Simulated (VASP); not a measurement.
# SiC (F-43m) in VASP: a series of runs, part 2 of 2

VASP 6.6.1. Earlier steps stand in the parts before.

### 3 Relaxation of cell and atoms, r2SCAN

This run uses another cell than the first one, of 10.35 Å³/atom, 0.910 times its volume.

File POSCAR:

```
SiC
1.0
    0.0000000000      2.1790000000      2.1790000000
    2.1790000000      0.0000000000      2.1790000000
    2.1790000000      2.1790000000      0.0000000000
Si C
1 1
Direct
    0.0000000000      0.0000000000      0.0000000000
    0.2500000000      0.2500000000      0.2500000000
```

File INCAR.step1:

```
SYSTEM = SiC
PREC = Accurate ; ENCUT = 600
ISMEAR = 0 ; SIGMA = 0.02
LREAL = .FALSE. ; LASPH = .TRUE.
NELM = 100 ; GGA = PE
ALGO = Normal ; EDIFF = 1E-4
LWAVE = .TRUE. ; LCHARG = .FALSE.
```

File INCAR.step2:

```
SYSTEM = SiC
PREC = Accurate ; ENCUT = 600
EDIFF = 1E-6 ; ISMEAR = 0
SIGMA = 0.02 ; LREAL = .FALSE.
LASPH = .TRUE. ; NELM = 100
ALGO = Normal ; ISIF = 3
LWAVE = .FALSE. ; LCHARG = .FALSE.
METAGGA = R2SCAN ; LMIXTAU = .TRUE.
IBRION = 2 ; NSW = 100
EDIFFG = -0.005 ; ISTART = 1
```

File KPOINTS:

```
regular mesh
0
G
  10 10 10
  0 0 0
```

Potentials or basis: VASP PAW PBE potentials, release 64 (Si, C).

Run with:

```sh
$ cat potpaw_PBE.64/Si/POTCAR potpaw_PBE.64/C/POTCAR > POTCAR
$ cp INCAR.step1 INCAR
$ mpirun -np 1 vasp_std > vasp.out
$ cp INCAR.step2 INCAR
$ mpirun -np 1 vasp_std > vasp.out
```

OUTCAR:

```text
SYSTEM = SiC
   PREC = Accurate
   ENCUT = 600
   EDIFF = 1E-6
   ISMEAR = 0
   LREAL = .FALSE.
   LASPH = .TRUE.
   NELM = 100
   ISIF = 3
   METAGGA = R2SCAN
   IBRION = 2
   NSW = 100
   EDIFFG = -0.005
   ISTART = 1

 ion  position               nearest neighbor table
   1  0.000  0.000  0.000-   2 1.89   2 1.89   2 1.89   2 1.89
   2  0.250  0.250  0.250-   1 1.89   1 1.89   1 1.89   1 1.89

  LATTYP: Found a face centered cubic cell.
 ALAT       =     4.3580000000

  Lattice vectors:

 A1 = (   0.0000000000,   2.1790000000,   2.1790000000)
 A2 = (   2.1790000000,   0.0000000000,   2.1790000000)
 A3 = (   2.1790000000,   2.1790000000,   0.0000000000)

Analysis of symmetry for initial positions (statically):
=====================================================================
 Subroutine PRICEL returns:
 Original cell was already a primitive cell.

 Routine SETGRP: Setting up the symmetry group for a
 face centered cubic supercell.

 Subroutine GETGRP returns: Found 24 space group operations
 (whereof 24 operations were pure point group operations)
 out of a pool of 48 trial point group operations.

The static configuration has the point symmetry T_d .

Analysis of symmetry for dynamics (positions and initial velocities):
=====================================================================
 Subroutine PRICEL returns:
 Original cell was already a primitive cell.

 Routine SETGRP: Setting up the symmetry group for a
 face centered cubic supercell.

 Subroutine GETGRP returns: Found 24 space group operations
 (whereof 24 operations were pure point group operations)
 out of a pool of 48 trial point group operations.

The dynamic configuration has the point symmetry T_d .

[... 128 lines left out ...]
   LRPA    =     F    only Hartree local field effects (RPA)
 conjugate gradient relaxation of ions
 non-spin polarized calculation
 Gauss-broadening in eV      SIGMA  =   0.02
  energy-cutoff  :      600.00
  volume of cell :       20.69
 maximum number of plane-waves:       701
 NGX is ok and might be reduce to    28
   NGX = 13   NGY = 13   NGZ = 13

--------------------------------------- Ionic step        1  -------------------------------------------

 number of electron       8.0000000 magnetization

 Free energy of the ion-electron system (eV)
  ---------------------------------------------------
  ext. energy  EPLUGINS =         0.00000000
  ---------------------------------------------------
  free energy    TOTEN  =       -19.32891938 eV

  energy without entropy =      -19.32891938  energy(sigma->0) =      -19.32891938

------------------------ aborting loop because EDIFF is reached ----------------------------------------

  FORCE on cell =-STRESS in cart. coord.  units (eV):
  Direction    XX          YY          ZZ          XY          YZ          ZX
  --------------------------------------------------------------------------------------
  -------------------------------------------------------------------------------------
  Total       -0.0777852     -0.0777852     -0.0777852     -0.0000000     -0.0000000      0.0000000
  in kB       -6.0229043     -6.0229043     -6.0229043     -0.0000000     -0.0000000      0.0000000
  external PRESSURE =      -6.0229043 kB  Pullay stress =       0.0000000 kB
[... 59 lines left out ...]
--------------------------------------- Ionic step        3  -------------------------------------------

 number of electron       8.0000000 magnetization

 Free energy of the ion-electron system (eV)
  ---------------------------------------------------
  ext. energy  EPLUGINS =         0.00000000
  ---------------------------------------------------
  free energy    TOTEN  =       -19.32902722 eV

  energy without entropy =      -19.32902722  energy(sigma->0) =      -19.32902722

 E-fermi :   8.1901     XC(G=0): -11.9465

 val. band max:        8.0116741852   @ k =   0.0000   0.0000   0.0000
 cond. band min:       9.7356088071   @ k =   0.5000   0.5000   0.0000
 fundamental gap:      1.7239346220
 Fermi energy:         8.1901270844

 k-point     1 :       0.0000    0.0000    0.0000
  band No.  band energies     occupation
      1      -8.1890      2.00000
      2       8.0117      2.00000
      3       8.0117      2.00000
      4       8.0117      2.00000
      5      14.8799      0.00000
      6      15.8823      0.00000
      7      15.8823      0.00000
      8      15.8823      0.00000
[... 243 lines left out ...]
 k-point    24 :       0.4000    0.3000    0.0000
  band No.  band energies     occupation
      1      -4.9477      2.00000
      2       2.1731      2.00000
      3       4.7352      2.00000
      4       5.2619      2.00000
      5      11.3123      0.00000
      6      14.1860      0.00000
      7      20.5415      0.00000
      8      20.8425      0.00000

 [... further k-points ...]

------------------------ aborting loop because EDIFF is reached ----------------------------------------

  FORCE on cell =-STRESS in cart. coord.  units (eV):
  Direction    XX          YY          ZZ          XY          YZ          ZX
  --------------------------------------------------------------------------------------
  -------------------------------------------------------------------------------------
  Total       -0.0002622     -0.0002622     -0.0002622      0.0000000      0.0000000     -0.0000000
  in kB       -0.0203568     -0.0203568     -0.0203568      0.0000000      0.0000000     -0.0000000
  external PRESSURE =      -0.0203568 kB  Pullay stress =       0.0000000 kB
[... 17 lines left out ...]
  FREE ENERGIE OF THE ION-ELECTRON SYSTEM (eV)
  ---------------------------------------------------
  free  energy   TOTEN  =       -19.3290272173 eV

  energy  without entropy=      -19.3290272173  energy(sigma->0) =      -19.32902722

 reached required accuracy - stopping structural energy minimisation
```

OSZICAR.step1:

```text
N       E                     dE             d eps       ncg     rms          rms(c)
DAV:   1     0.762847753040E+01    0.76285E+01   -0.44019E+03   768   0.950E+02
DAV:   2    -0.164794364200E+02   -0.24108E+02   -0.22728E+02  1064   0.115E+02
DAV:   3    -0.169119802272E+02   -0.43254E+00   -0.43254E+00   888   0.194E+01
DAV:   4    -0.169133595032E+02   -0.13793E-02   -0.13793E-02  1160   0.118E+00
DAV:   5    -0.169133598313E+02   -0.32817E-06   -0.32817E-06   880   0.179E-02    0.880E+00
DAV:   6    -0.151204921110E+02    0.17929E+01   -0.76061E+00   808   0.157E+01    0.387E+00
DAV:   7    -0.150665059517E+02    0.53986E-01   -0.34212E-01  1152   0.416E+00    0.177E+00
DAV:   8    -0.150587180570E+02    0.77879E-02   -0.18828E-02   800   0.127E+00    0.163E-01
DAV:   9    -0.150590089652E+02   -0.29091E-03   -0.79606E-04  1136   0.244E-01    0.103E-01
DAV:  10    -0.150591184273E+02   -0.10946E-03   -0.20442E-04   928   0.114E-01    0.219E-02
DAV:  11    -0.150591192992E+02   -0.87184E-06   -0.38510E-05   472   0.393E-02
   1 F= -.15059119E+02 E0= -.15059119E+02  d E =-.458182E-12
```

Run time: 66 s. Hardware: 1 thread of AMD EPYC 9R45 (Zen 5), shared host; peak memory 0.13 GiB.

Results:

| Quantity | Value |
| --- | --- |
| Free energy | -19.3290 eV |
| Relaxed volume | 10.32 Å³/atom |
| Relaxed cell | a = 3.079 Å, b = 3.079 Å, c = 3.079 Å, α = 60.00°, β = 60.00°, γ = 60.00° |
| Space group after relaxing (to 0.05 Å) | F-43m (No. 216) |
| Energy gained by relaxing | 0.1 meV/atom |
| Ionic steps | 3 |
| Pressure after relaxing | 0.0 GPa |
| Band gap on the k mesh | 1.72 eV, indirect (least direct gap 5.06 eV) |

The path:
| step | energy change (eV) | largest force (eV/Å) | pressure (GPa) | volume (Å³) |
| --- | --- | --- | --- | --- |
| 1 | 0.0000 | 0.0000 | -0.60 | 20.69 |
| 2 | 0.0000 | 0.0000 | 0.67 | 20.58 |
| 3 | -0.0001 | 0.0000 | 0.00 | 20.64 |

Final structure:
```yaml
crystal:
  lattice:
    - [0.00000, 2.17702, 2.17702]
    - [2.17702, 0.00000, 2.17702]
    - [2.17702, 2.17702, 0.00000]
  atoms:
    - { symbol: Si, position: [0.00000, 0.00000, 0.00000] }
    - { symbol: C, position: [0.25000, 0.25000, 0.25000] }
```

Levels at points of the mesh, in eV from the valence-band top:
| k point | band 1 | band 2 | band 3 | band 4 | band 5 | band 6 | band 7 | band 8 |
| --- | --- | --- | --- | --- | --- | --- | --- | --- |
| (0.00, 0.00, 0.00) | -16.20 | 0.00 | 0.00 | 0.00 | 6.87 | 7.87 | 7.87 | 7.87 |
| (0.50, 0.00, 0.00) | -12.57 | -8.83 | -1.11 | -1.11 | 6.02 | 7.76 | 7.76 | 10.97 |
| (0.50, 0.50, 0.00) | -11.10 | -8.06 | -3.34 | -3.34 | 1.72 | 4.83 | 15.16 | 15.16 |

Caveat: the PAW data sets were made with another functional, which shifts forces and pressure a little. A k mesh can miss the band edges.

### 4 Single point, r2SCAN (volume scaled by 0.94)

File POSCAR:

```
SiC
1.0
    0.0000000000      2.1337122441      2.1337122441
    2.1337122441      0.0000000000      2.1337122441
    2.1337122441      2.1337122441      0.0000000000
Si C
1 1
Direct
    0.0000000000      0.0000000000      0.0000000000
    0.2500000000      0.2500000000      0.2500000000
```

File INCAR.step1:

```
PREC = Accurate ; ENCUT = 520
ISMEAR = 0 ; SIGMA = 0.02
LREAL = F ; LASPH = T
NELM = 60 ; NBANDS = 11
GGA = PE ; ALGO = Normal
EDIFF = 1E-4 ; LWAVE = T
LCHARG = F
```

File INCAR.step2:

```
PREC = Accurate ; ENCUT = 520
EDIFF = 1E-7 ; ISMEAR = 0
SIGMA = 0.02 ; LREAL = F
LASPH = T ; NELM = 60
ALGO = Normal ; ISIF = 2
LWAVE = F ; LCHARG = F
METAGGA = R2SCAN ; LMIXTAU = T
NBANDS = 11 ; ISTART = 1
```

File KPOINTS:

```
Automatic mesh
0
Gamma
  10 10 10
```

Run with:

```sh
$ cat potpaw_PBE.64/Si/POTCAR potpaw_PBE.64/C/POTCAR > POTCAR
$ cp INCAR.step1 INCAR
$ mpirun -np 1 vasp_std > vasp.out
$ cp INCAR.step2 INCAR
$ mpirun -np 1 vasp_std > vasp.out
```

Run time: 24 s. Hardware: 1 thread of Intel Xeon 6975P-C (Granite Rapids), shared host; peak memory 0.13 GiB.

It converged, with:

```
Free energy            : -19.2699 eV
Pressure               : 15.6 GPa
Band gap on the k mesh : 1.68 eV, indirect (least direct gap 5.14 eV)
```

Levels at points of the mesh, in eV from the valence-band top:
```csv
k point,band 1,band 2,band 3,band 4,band 5,band 6,band 7,band 8
"(0.00, 0.00, 0.00)",-16.69,0.00,0.00,0.00,7.63,8.33,8.33,8.33
"(0.50, 0.00, 0.00)",-12.82,-9.17,-1.12,-1.12,6.61,8.03,8.03,11.34
"(0.50, 0.50, 0.00)",-11.29,-8.26,-3.46,-3.46,1.68,5.08,15.93,15.93
```

Caveat: the cell differs from its parent crystal (volume scaled by 0.94); the PAW data sets were made with another functional, which shifts forces and pressure a little.

### 5 Overview

```csv
task,cell,cutoff (eV),gap on the mesh (eV),pressure (GPa)
single point,"a = 3.180 Å, angles 60.0°, 2 atoms",520,1.78,-18.1
relaxation of cell and atoms,"relaxed from a = 3.082 Å, angles 60.0°, 2 atoms",600,1.72,0.0
single point,"a = 3.018 Å, angles 60.0°, 2 atoms",520,1.68,15.6
```

Alike in all rows: level r2SCAN; potentials or basis VASP PAW PBE potentials, release 64 (Si, C); no spin polarisation; k mesh 10 × 10 × 10; smearing gaussian 0.02 eV.

Caveats: the PAW data sets were made with another functional, which shifts forces and pressure a little.

Total energies depend on the potentials used, so only differences within one code and one set of settings carry meaning.
